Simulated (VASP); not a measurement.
Input of a VASP 6.6.1 run:

File INCAR:

```
PREC = Accurate ; ENCUT = 520
EDIFF = 1E-6 ; ISMEAR = 0
SIGMA = 0.15 ; LREAL = F
LASPH = T ; NELM = 100
ALGO = Normal ; ISIF = 2
LWAVE = F ; LCHARG = F
GGA = PE ; IVDW = 12
NBANDS = 14
```

Contents of KPOINTS:

```
Automatic mesh
0
Gamma
  18 18 6
```

POSCAR

```
Al
1.0
    2.8117623537      0.0000000000      0.0000000000
   -1.4058811768      2.4350576277      0.0000000000
    0.0000000000      0.0000000000      8.5207646366
Al
4
Direct
    0.0000000000      0.0000000000      0.0000000000
    0.3333333333      0.6666666667      0.2500000000
    0.0000000000      0.0000000000      0.5000000000
    0.6666666667      0.3333333333      0.7500000000
```

Potentials or basis: VASP PAW PBE potentials, release 64 (Al).

The run is started by

```bash
$ cat potpaw_PBE.64/Al/POTCAR > POTCAR
$ mpirun -np 1 vasp_std > vasp.out
```

(1) Estimate the pressure.

(2) Predict the dispersion energy per atom.

(3) What does it give for the band gap on the k mesh?

Results:

(1) 9.4 GPa.

(2) -0.382 eV.

(3) zero (bands 6 and 7 overlap by 7.18 eV).

Caveat: the cell stands under pressure.
